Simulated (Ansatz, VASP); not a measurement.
## One calculation of La, two programs

```
La
1.0
    -2.16549    2.16549    2.16549
     2.16549   -2.16549    2.16549
     2.16549    2.16549   -2.16549
La
1
Direct
  0.00000 0.00000 0.00000
```

Change from the starting cell: volume scaled by 1.06.

Alike in both runs: task single point; functional PBE; k mesh 9 × 9 × 9; occupations fermi-dirac, width 0.05 eV; no spin polarisation.

```csv
,VASP,Ansatz
version,VASP 6.6.1,Ansatz 0.2.0
potentials or method,"VASP PAW PBE potentials, release 64 (La), cutoff 520 eV","all-electron LAPW, scalar-relativistic"
```

|  | VASP | Ansatz | Ansatz less VASP |
| --- | --- | --- | --- |
| gap on the k mesh at the Fermi level (eV) | none | none | - |
| pressure (GPa) | -1.8 | -1.8 | -0.03 |

A gap of «none» marks a metal or a gap that the smearing closes. Ansatz ran all-electron here, and VASP with PAW potentials.

Spin-orbit coupling is off throughout.
